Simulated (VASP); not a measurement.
Wanted: the native input for a VASP 6.6.1 run.

* Task: single point
* Functional: r2SCAN
* Potentials or basis: VASP PAW PBE potentials, release 64 (B, N)
* Cutoff: 520 eV
* k mesh: 12 × 12 × 12
* Occupations: gaussian, width 0.01 eV
* Spin: no spin polarisation
* Dipole correction: no
* Further INCAR settings: ALGO = Normal; EDIFF = 1e-06; NBANDS = 11

Crystal: BN (Qingsongite).

```xyz
2
Lattice="0.0000 1.8048 1.8048 1.8048 0.0000 1.8048 1.8048 1.8048 0.0000" Properties=species:S:1:pos:R:3 pbc="T T T"
B     0.0000    0.0000    0.0000
N     0.9024    0.9024    0.9024
```

One way to write it, as run:

POSCAR

```
BN
1.0
    0.0000000000      1.8048245560      1.8048245560
    1.8048245560      0.0000000000      1.8048245560
    1.8048245560      1.8048245560      0.0000000000
B N
1 1
Direct
    0.0000000000      0.0000000000      0.0000000000
    0.2500000000      0.2500000000      0.2500000000
```

INCAR.step1

```
SYSTEM = BN
ALGO = Normal
EDIFF = 1E-4
ENCUT = 520
GGA = PE
ISMEAR = 0
LASPH = .TRUE.
LCHARG = .FALSE.
LREAL = .FALSE.
LWAVE = .TRUE.
NBANDS = 11
NELM = 100
PREC = Accurate
SIGMA = 0.01
```

INCAR.step2

```
SYSTEM = BN
ALGO = Normal
EDIFF = 1E-6
ENCUT = 520
ISIF = 2
ISMEAR = 0
ISTART = 1
LASPH = .TRUE.
LCHARG = .FALSE.
LMIXTAU = .TRUE.
LREAL = .FALSE.
LWAVE = .FALSE.
METAGGA = R2SCAN
NBANDS = 11
NELM = 100
PREC = Accurate
SIGMA = 0.01
```

KPOINTS

```
k-points
0
G
  12 12 12
  0 0 0
```

Potentials or basis: VASP PAW PBE potentials, release 64 (B, N).

Run with:

```console
$ cat potpaw_PBE.64/B/POTCAR potpaw_PBE.64/N/POTCAR > POTCAR
$ cp INCAR.step1 INCAR
$ mpirun -np 1 vasp_std > vasp.out
$ cp INCAR.step2 INCAR
$ mpirun -np 1 vasp_std > vasp.out
```

It gave:

```
Pressure               : 1.1 GPa
Band gap on the k mesh : 4.98 eV, indirect (least direct gap 9.55 eV)
```

Caveat: the PAW data sets were made with another functional, which shifts forces and pressure a little.

Wall time 33 s on 1 thread of Intel Xeon 6975P-C (shared host), peak memory 0.12 GiB.
